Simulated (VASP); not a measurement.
# La5O (P6/mmm) in VASP: further runs

Runs on La5O. Level: PBE. Tasks: single point, relaxation of cell and atoms.

Program: VASP 6.6.1. These are calculated values, not measurements. Logs are shortened: lines on timing, memory, paths and dates and some standing lists are left out, and cuts for length are marked.

## Step 1: The cell of the first run

Symmetry: P6/mmm, No. 191, hexagonal system. The conventional cell has a = 5.389 Å, b = 5.389 Å, c = 6.505 Å, α = 90.00°, β = 90.00°, γ = 120.00°. Within 4.3 Å of La (site symmetry 6/mmm) lie 2 O at 3.25 Å and 12 La at 3.57 Å. Within 4.0 Å of La (site symmetry 3m) lie 8 La at 3.00 to 3.57 Å and 3 O at 3.45 Å. Within 4.3 Å of O (site symmetry 6/mmm) lie 14 La at 3.25 to 3.45 Å.

The cell was generated, and may not be a known phase.

## Step 2: Single point, PBE

INCAR reads:

```
SYSTEM = La5O
PREC = Accurate ; ENCUT = 520
EDIFF = 1E-6 ; ISMEAR = 0
SIGMA = 0.1 ; LREAL = .FALSE.
LASPH = .TRUE. ; NELM = 100
ALGO = Normal ; ISIF = 2
LWAVE = .FALSE. ; LCHARG = .TRUE.
GGA = PE ; LELF = .TRUE.
LVHAR = .TRUE. ; NBANDS = 40
```

KPOINTS reads:

```
Automatic mesh
0
G
  6 6 2
  0 0 0
```

POSCAR reads:

```
La5O
1.0
    5.3892244811      0.0000000000      0.0000000000
   -2.6946122406      4.6672053073      0.0000000000
    0.0000000000      0.0000000000      6.5045462233
La O
5 1
Direct
    0.0000000000      0.0000000000      0.5000000000
    0.3333333333      0.6666666667      0.7691331962
    0.6666666667      0.3333333333      0.7691331962
    0.6666666667      0.3333333333      0.2308668038
    0.3333333333      0.6666666667      0.2308668038
    0.0000000000      0.0000000000      0.0000000000
```

Potentials or basis: VASP PAW PBE potentials, release 64 (La, O).

Command:

```console
cat potpaw_PBE.64/La/POTCAR potpaw_PBE.64/O/POTCAR > POTCAR
mpirun -np 1 vasp_std > vasp.out
```

OUTCAR:

```text
SYSTEM = La5O
   PREC = Accurate
   ENCUT = 520
   EDIFF = 1E-6
   ISMEAR = 0
   LREAL = .FALSE.
   LASPH = .TRUE.
   NELM = 100
   ISIF = 2
   GGA = PE

 ion  position               nearest neighbor table
   1  0.000  0.000  0.500-   2 3.57   3 3.57   4 3.57   5 3.57   2 3.57   5 3.57   3 3.57   4 3.57
                             3 3.57   4 3.57   2 3.57   5 3.57
   2  0.333  0.667  0.769-   5 3.00   3 3.11   3 3.11   3 3.11   5 3.50   1 3.57   1 3.57   1 3.57

   3  0.667  0.333  0.769-   4 3.00   2 3.11   2 3.11   2 3.11   4 3.50   1 3.57   1 3.57   1 3.57

   4  0.667  0.333  0.231-   3 3.00   5 3.11   5 3.11   5 3.11   3 3.50   1 3.57   1 3.57   1 3.57

   5  0.333  0.667  0.231-   2 3.00   4 3.11   4 3.11   4 3.11   2 3.50   1 3.57   1 3.57   1 3.57

   6  0.000  0.000  0.000-

  LATTYP: Found a hexagonal cell.
 ALAT       =     5.3892244811
 C/A-ratio  =     1.2069540332

  Lattice vectors:

 A1 = (   5.3892244811,   0.0000000000,   0.0000000000)
 A2 = (  -2.6946122406,   4.6672053073,   0.0000000000)
 A3 = (   0.0000000000,   0.0000000000,   6.5045462233)

Analysis of symmetry for initial positions (statically):
=====================================================================
 Subroutine PRICEL returns:
 Original cell was already a primitive cell.

 Routine SETGRP: Setting up the symmetry group for a
 hexagonal supercell.

 Subroutine GETGRP returns: Found 24 space group operations
 (whereof 24 operations were pure point group operations)
 out of a pool of 24 trial point group operations.

The static configuration has the point symmetry D_6h.

Analysis of symmetry for dynamics (positions and initial velocities):
=====================================================================
 Subroutine PRICEL returns:
 Original cell was already a primitive cell.

 Routine SETGRP: Setting up the symmetry group for a
 hexagonal supercell.

 Subroutine GETGRP returns: Found 24 space group operations
 (whereof 24 operations were pure point group operations)
 out of a pool of 24 trial point group operations.

The dynamic configuration has the point symmetry D_6h.

 Subroutine INISYM returns: Found 24 space group operations
 (whereof 24 operations are pure point group operations),
 and found     1 'primitive' translations

----------------------------------------------------------------------------------------

                                     Primitive cell

  volume of cell :     163.6064

  direct lattice vectors                    reciprocal lattice vectors
     5.389224481  0.000000000  0.000000000     0.185555455  0.107130492  0.000000000
    -2.694612241  4.667205307  0.000000000     0.000000000  0.214260984  0.000000000
     0.000000000  0.000000000  6.504546223     0.000000000  0.000000000  0.153738626

  length of vectors
     5.389224481  5.389224481  6.504546223     0.214260984  0.214260984  0.153738626

  position of ions in fractional coordinates (direct lattice)
     0.000000000  0.000000000  0.500000000
     0.333333333  0.666666667  0.769133196
     0.666666667  0.333333333  0.769133196
     0.666666667  0.333333333  0.230866804
     0.333333333  0.666666667  0.230866804
     0.000000000  0.000000000  0.000000000

  ion indices of the primitive-cell ions
   primitive index   ion index
                 1           1
                 2           2
                 3           3
                 4           4
                 5           5
                 6           6

----------------------------------------------------------------------------------------

 KPOINTS: Automatic mesh

Automatic generation of k-mesh.
 Grid dimensions read from file:
 generate k-points for:    6    6    2

 Generating k-lattice:

  Cartesian coordinates                     Fractional coordinates (reciprocal lattice)
     0.030925909  0.017855082  0.000000000     0.166666667  0.000000000  0.000000000
     0.000000000  0.035710164  0.000000000     0.000000000  0.166666667  0.000000000
     0.000000000  0.000000000  0.076869313     0.000000000  0.000000000  0.500000000

  Length of vectors
     0.035710164  0.035710164  0.076869313

  Shift w.r.t. Gamma in fractional coordinates (k-lattice)
     0.000000000  0.000000000  0.000000000

 Subroutine IBZKPT returns following result:
 ===========================================

 Found     14 irreducible k-points:

 Following reciprocal coordinates:
            Coordinates               Weight
  0.000000  0.000000  0.000000      1.000000
  0.166667  0.000000  0.000000      6.000000
  0.333333  0.000000  0.000000      6.000000
  0.500000 -0.000000  0.000000      3.000000
  0.166667  0.166667  0.000000      6.000000
  0.333333  0.166667  0.000000     12.000000
  0.333333  0.333333  0.000000      2.000000
  0.000000  0.000000  0.500000      1.000000
  0.166667  0.000000  0.500000      6.000000
  0.333333  0.000000  0.500000      6.000000
  0.500000 -0.000000  0.500000      3.000000
  0.166667  0.166667  0.500000      6.000000
  0.333333  0.166667  0.500000     12.000000
  0.333333  0.333333  0.500000      2.000000
   k-points           NKPTS =     14   k-points in BZ     NKDIM =     14   number of bands    NBANDS=     40
   number of dos      NEDOS =    301   number of ions     NIONS =      6
   total plane-waves  NPLWV =  76800
   dimension x,y,z NGX =    40 NGY =   40 NGZ =   48
   dimension x,y,z NGXF=    80 NGYF=   80 NGZF=   96
   ions per type =               5   1
   NGX,Y,Z   is equivalent  to a cutoff of  12.34, 12.34, 12.27 a.u.
   NGXF,Y,Z  is equivalent  to a cutoff of  24.68, 24.68, 24.54 a.u.
 SYSTEM =  La5O
   PREC   = accura    normal or accurate (medium, high low for compatibility)
   ISTART =      0    job   : 0-new  1-cont  2-samecut
   ICHARG =      2    charge: 1-file 2-atom 10-const
   ISPIN  =      1    spin polarized calculation?
   LNONCOLLINEAR =      F non collinear calculations
   LSORBIT =      F    spin-orbit coupling
   LASPH  =      T    aspherical Exc in radial PAW
   ENCUT  =  520.0 eV  38.22 Ry    6.18 a.u.  10.02 10.02 12.09*2*pi/ulx,y,z
   NELM   =    100;   NELMIN=  2; NELMDL= -5     # of ELM steps
   EDIFF  = 0.1E-05   stopping-criterion for ELM
   LREAL  =      F    real-space projection
   EDIFFG = 0.1E-04   stopping-criterion for IOM
   NSW    =      0    number of steps for IOM
   IBRION =     -1    ionic relax: 0-MD 1-quasi-New 2-CG
   NFREE  =      0    steps in history (QN), initial steepest desc. (CG)
   ISIF   =      2    stress and relaxation
   ISYM   =      2    0-nonsym 1-usesym 2-fastsym
   POTIM  = 0.5000    time-step for ionic-motion
   TEBEG  =    0.0;   TEEND  =   0.0 temperature during run
   PSTRESS=    0.0 pullay stress
   NELECT =      61.0000    total number of electrons
   NUPDOWN=      -1.0000    fix difference up-down
   EMIN   =  10.00;   EMAX   =-10.00  energy-range for DOS
   EFERMI =   0.00;   METHOD = LEGACY
   ISMEAR =     0;   SIGMA  =   0.10  broadening in eV -4-tet -1-fermi 0-gaus
   EFERMI_NEDOS =   21; number of points for ismear=-14 and -15
   IALGO  =     38    algorithm
   IMIX   =      4    mixing-type and parameters
     AMIX     =   0.40;   BMIX     =  1.00
     AMIX_MAG =   1.60;   BMIX_MAG =  1.00
  volume/ion in A,a.u.               =      27.27       184.01
  Fermi-wavevector in a.u.,A,eV,Ry     =   1.178288  2.226641 18.889814  1.388362
  Thomas-Fermi vector in A             =   2.314619
   LORBIT       =      0    0 simple, 1 ext, 2 COOP (PROOUT), +10 PAW based schemes
   GGA     = PE    functional components
   LHFCALC =     F    Hartree Fock is set to
   AEXX    =    0.0000 exact exchange contribution
   IVDW    =     0    specifies the selected vdW correction
   LEPSILON=     F    determine dielectric tensor
   LRPA    =     F    only Hartree local field effects (RPA)
 non-spin polarized calculation
 Gauss-broadening in eV      SIGMA  =   0.10
  energy-cutoff  :      520.00
  volume of cell :      163.61
 maximum number of plane-waves:      4428
   NGX = 21   NGY = 21   NGZ = 25

 number of electron      61.0000001 magnetization

 Free energy of the ion-electron system (eV)
  ---------------------------------------------------
  ext. energy  EPLUGINS =         0.00000000
  ---------------------------------------------------
  free energy    TOTEN  =       -28.59098053 eV

  energy without entropy =      -28.54938951  energy(sigma->0) =      -28.57018502

 E-fermi :   9.2892     XC(G=0): -10.2902

 val. band max:        9.2646627208   @ k =   0.3333   0.1667   0.0000
 cond. band min:       9.2965977493   @ k =   0.5000  -0.0000   0.0000
 fundamental gap:      0.0319350285
 Fermi energy:         9.2891517594

 k-point     1 :       0.0000    0.0000    0.0000
  band No.  band energies     occupation
      1     -23.8432      2.00000
      2     -23.4208      2.00000
      3     -23.1288      2.00000
      4     -23.0566      2.00000
      5     -22.7556      2.00000
      6      -8.7605      2.00000
[... 32 lines left out ...]
     39      10.8397      0.00000
     40      11.0758      0.00000

 k-point     2 :       0.1667    0.0000    0.0000
  band No.  band energies     occupation
      1     -23.8006      2.00000
      2     -23.3842      2.00000
      3     -23.1723      2.00000
      4     -23.0629      2.00000
      5     -22.7979      2.00000
      6      -8.7490      2.00000
[... 32 lines left out ...]
     39      10.8995      0.00000
     40      10.9432      0.00000

 k-point     3 :       0.3333    0.0000    0.0000
  band No.  band energies     occupation
      1     -23.6889      2.00000
      2     -23.2884      2.00000
      3     -23.2856      2.00000
      4     -23.0759      2.00000
      5     -22.9052      2.00000
      6      -8.6985      2.00000
[... 32 lines left out ...]
     39      10.8662      0.00000
     40      11.0113      0.00000

 k-point     4 :       0.5000   -0.0000    0.0000
  band No.  band energies     occupation
      1     -23.5950      2.00000
      2     -23.3803      2.00000
      3     -23.2101      2.00000
      4     -23.0824      2.00000
      5     -22.9893      2.00000
      6      -8.6837      2.00000
[... 32 lines left out ...]
     39      10.8683      0.00000
     40      10.8942      0.00000
[... 342 lines left out ...]
     39      10.7477      0.00000
     40      10.8039      0.00000

 k-point    13 :       0.3333    0.1667    0.5000
  band No.  band energies     occupation
      1     -23.5281      2.00000
      2     -23.3040      2.00000
      3     -23.2979      2.00000
      4     -23.1030      2.00000
      5     -23.0392      2.00000
      6      -8.6327      2.00000
[... 32 lines left out ...]
     39      10.7934      0.00000
     40      10.8340      0.00000

 k-point    14 :       0.3333    0.3333    0.5000
  band No.  band energies     occupation
      1     -23.4175      2.00000
      2     -23.4175      2.00000
      3     -23.1744      2.00000
      4     -23.1744      2.00000
      5     -23.0952      2.00000
      6      -8.7541      2.00000
[... 32 lines left out ...]
     39      10.9701      0.00000
     40      10.9749      0.00000

------------------------ aborting loop because EDIFF is reached ----------------------------------------

  FORCE on cell =-STRESS in cart. coord.  units (eV):
  Direction    XX          YY          ZZ          XY          YZ          ZX
  --------------------------------------------------------------------------------------
  -------------------------------------------------------------------------------------
  Total        0.3986977      0.3986977      0.1696325     -0.0000000      0.0000000      0.0000000
  in kB        3.9043982      3.9043982      1.6611905     -0.0000000      0.0000000      0.0000000
  external PRESSURE =       3.1566623 kB  Pullay stress =       0.0000000 kB

 VOLUME and BASIS-vectors are now :
 -----------------------------------------------------------------------------
  energy-cutoff  :      520.00
  volume of cell :      163.61
      direct lattice vectors                 reciprocal lattice vectors
     5.389224481  0.000000000  0.000000000     0.185555455  0.107130492  0.000000000
    -2.694612241  4.667205307  0.000000000     0.000000000  0.214260984  0.000000000
     0.000000000  0.000000000  6.504546223     0.000000000  0.000000000  0.153738626

 POSITION                                       TOTAL-FORCE (eV/Angst)
 -----------------------------------------------------------------------------------
      0.00000      0.00000      3.25227        -0.000000      0.000000      0.000000
     -0.00000      3.11147      5.00286        -0.000000      0.000000      0.030648
      2.69461      1.55574      5.00286         0.000000      0.000000      0.030648
      2.69461      1.55574      1.50168         0.000000      0.000000     -0.030648
     -0.00000      3.11147      1.50168        -0.000000      0.000000     -0.030648
      0.00000      0.00000      0.00000        -0.000000      0.000000      0.000000
 -----------------------------------------------------------------------------------
    total drift:                               -0.000000      0.000000      0.000000

  FREE ENERGIE OF THE ION-ELECTRON SYSTEM (eV)
  ---------------------------------------------------
  free  energy   TOTEN  =       -28.5909805308 eV

  energy  without entropy=      -28.5493895137  energy(sigma->0) =      -28.57018502
```

It took 3.4 min on 1 thread of Intel Xeon Platinum 8259CL at 2.50GHz (Skylake/Cascade Lake), shared host; peak memory 0.29 GiB.

Results:

* Free energy: -28.5910 eV
* Pressure: 0.3 GPa
* Largest force: 0.031 eV/Å
* Band gap on the k mesh: zero (an odd number of electrons rules out a gap without spin polarisation)

Forces on the atoms (eV/Å):
```
La   0.000  0.000  0.000
La   0.000  0.000  0.031
La   0.000  0.000  0.031
La   0.000  0.000 -0.031
La   0.000  0.000 -0.031
O    0.000  0.000  0.000
```

Stress tensor (GPa, compression positive):
```
0.39 0.00 0.00
0.00 0.39 0.00
0.00 0.00 0.17
```

Caveat: the k points lie up to 0.48 Å⁻¹ apart, too coarse for converged energies and pressures of a metal; spin-orbit coupling is left out, which moves the levels of the heavy elements.

## Step 3: Single point, PBE

This run uses another cell than the first one, of 28.26 Å³/atom.

INCAR reads:

```
SYSTEM = La5O
ALGO = Normal
EDIFF = 1E-7
ENCUT = 520
GGA = PE
ISIF = 2
ISMEAR = 0
LASPH = .TRUE.
LCHARG = .FALSE.
LREAL = .FALSE.
LWAVE = .FALSE.
NBANDS = 40
NELM = 100
PREC = Accurate
SIGMA = 0.1
```

KPOINTS reads:

```
k-points
0
G
  6 6 4
  0 0 0
```

POSCAR reads:

```
La5O
1.0
    5.3944755830      0.0000000000      0.0000000000
   -2.6972377915      4.6717528949      0.0000000000
    0.0000000000      0.0000000000      6.7283984581
La O
5 1
Direct
    0.0000000000      0.0000000000      0.5000000000
    0.3333333333      0.6666666667      0.7739447338
    0.6666666667      0.3333333333      0.7739447338
    0.6666666667      0.3333333333      0.2260552662
    0.3333333333      0.6666666667      0.2260552662
    0.0000000000      0.0000000000      0.0000000000
```

Potentials or basis: VASP PAW PBE potentials, release 64 (La, O).

Command:

```console
cat potpaw_PBE.64/La/POTCAR potpaw_PBE.64/O/POTCAR > POTCAR
mpirun -np 1 vasp_std > vasp.out
```

It took 4.8 min on 1 thread of Intel Xeon Platinum 8259CL at 2.50GHz (Skylake/Cascade Lake), shared host; peak memory 0.33 GiB.

It converged, with:

```
Free energy            : -28.4047 eV
Pressure               : -0.1 GPa
Largest force          : 0.004 eV/Å
Band gap on the k mesh : zero (an odd number of electrons rules out a gap without spin polarisation)
```

Forces in eV/Å, atoms in the order of the input:
```
La   0.000  0.000  0.000
La   0.000  0.000 -0.004
La   0.000  0.000 -0.004
La   0.000  0.000  0.004
La   0.000  0.000  0.004
O    0.000  0.000  0.000
```

Stress tensor (GPa, compression positive):
```
-0.23  0.00  0.00
 0.00 -0.23  0.00
 0.00  0.00  0.15
```

Levels at points of the mesh, in eV from the Fermi level:
```
           k point  band 26  band 27  band 28  band 29  band 30  band 31  band 32  band 33  band 34  band 35
(0.00, 0.00, 0.00)    -2.19    -2.19    -1.26    -0.08    -0.08     0.61     0.81     1.18     1.18     1.20
(0.50, 0.00, 0.00)    -1.54    -1.29    -1.03    -0.48    -0.47     0.04     0.05     0.14     0.49     0.71
(0.00, 0.00, 0.50)    -1.07    -1.02    -0.82    -0.82    -0.57     0.00     0.00     0.57     1.14     1.36
(0.50, 0.00, 0.50)    -0.97    -0.77    -0.71    -0.34    -0.25     0.17     0.28     0.48     0.60     0.62
```

Caveat: spin-orbit coupling is left out, which moves the levels of the heavy elements.

(Part 1 of 2 ends here.)

The gap in the log of VASP goes by the Fermi energy; the results here count the filled bands.